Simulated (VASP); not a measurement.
The system is ZrF3.

```
Zr F
1.0
     1.49872   -2.06386    0.00000
     1.49872    2.06386    0.00000
     0.00000    0.00000    8.23882
Zr F
1 3
Direct
  0.00000 0.00000 0.00000
  0.50000 0.50000 0.74701
  0.00000 0.00000 0.50000
  0.50000 0.50000 0.25299
```

```yaml
Program: VASP 6.6.1
Task: relaxation of cell and atoms
Functional: PBE
Potentials_or_basis: VASP PAW PBE potentials, release 64 (Zr_sv, F)
Cutoff: 600 eV
k_mesh: 8 × 8 × 2
Occupations: gaussian, width 0.1 eV
Spin: no spin polarisation
```

At the start: pressure 2.3 GPa; volume 12.74 Å³/atom.

Question: Where does the relaxation end?

Answer: Over 21 steps the energy falls by 2107.6 meV/atom and the volume is 10.18 Å³/atom (-20.1 %); space group Cmmm (No. 65, to 0.05 Å).

Step by step:
```tsv
step	energy change (eV)	largest force (eV/Å)	pressure (GPa)	volume (Å³)
1	0.0000	4.3648	2.30	50.97
2	-4.7074	2.5061	1.70	50.70
3	-6.6255	1.7095	15.25	47.54
4	114.6588	435.1068	906.37	31.37
5	-5.5086	4.1967	0.09	47.33
6	-5.8584	3.5901	47.57	41.06
7	-6.8217	3.6869	6.05	45.23
8	-7.3005	1.6582	18.45	43.29
9	-5.1419	6.5559	-30.14	54.11
10	-7.7550	0.4277	-3.62	46.75
11	-7.7643	0.1677	-1.44	46.33
12	-8.0864	0.8100	-7.00	45.78
13	-8.0888	0.8582	-7.27	45.74
14	-8.3009	0.8840	4.16	41.72
15	-8.3041	1.1619	6.26	41.16
16	-8.3693	1.2734	6.48	40.11
17	-8.3694	1.2702	6.44	40.13
18	-8.4216	0.3270	-0.05	41.00
19	-8.4229	0.1701	-1.17	41.17
20	-8.4267	0.1227	-0.80	41.04
21	-8.4305	0.0028	0.26	40.73
```

Final structure:
```
CELL_PARAMETERS angstrom
2.03936 -2.22043 0.00000
2.03936 2.22043 0.00000
0.00000 0.00000 4.49744
ATOMIC_POSITIONS crystal
Zr 0.00000 0.00000 0.00000
F 0.50000 0.50000 0.76693
F 0.00000 0.00000 0.50000
F 0.50000 0.50000 0.23307
```

Caveat: the k points lie up to 0.70 Å⁻¹ apart in the final cell; the volume moved by over 15 % at a fixed basis, so the end points are rough; an odd number of electrons without spin polarisation forces a metal; a magnetic or distorted state may lie lower.
